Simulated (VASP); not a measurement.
A run of VASP 6.6.1 is set up as follows.

Contents of INCAR:

```
SYSTEM = SiC
PREC = Accurate
ENCUT = 520
EDIFF = 1E-6
ISMEAR = -1
SIGMA = 0.05
LREAL = .FALSE.
LASPH = .TRUE.
NELM = 60
ALGO = Normal
ISIF = 2
LWAVE = .FALSE.
LCHARG = .FALSE.
GGA = RP
IVDW = 13
NBANDS = 16
```

The input KPOINTS:

```
regular mesh
0
G
  10 10 5
  0 0 0
```

POSCAR

```
SiC
1.0
    3.0344273363      0.0000000000      0.0000000000
   -1.5172136681      2.6278911591      0.0000000000
    0.0000000000      0.0000000000      4.9797754205
Si C
2 2
Direct
    0.6666666667      0.3333333333      0.5000000000
    0.3333333333      0.6666666667      0.0000000000
    0.6666666667      0.3333333333      0.8850000000
    0.3333333333      0.6666666667      0.3850000000
```

Potentials or basis: VASP PAW PBE potentials, release 64 (Si, C).

Run with:

```console
$ cat potpaw_PBE.64/Si/POTCAR potpaw_PBE.64/C/POTCAR > POTCAR
$ mpirun -np 1 vasp_std > vasp.out
```

(1) What does it give for the pressure?

(2) What does it give for the largest force?

Answers

(1) 5.8 GPa.

(2) 0.817 eV/Å.

Caveat: the PAW data sets were made with another functional, which shifts forces and pressure a little.
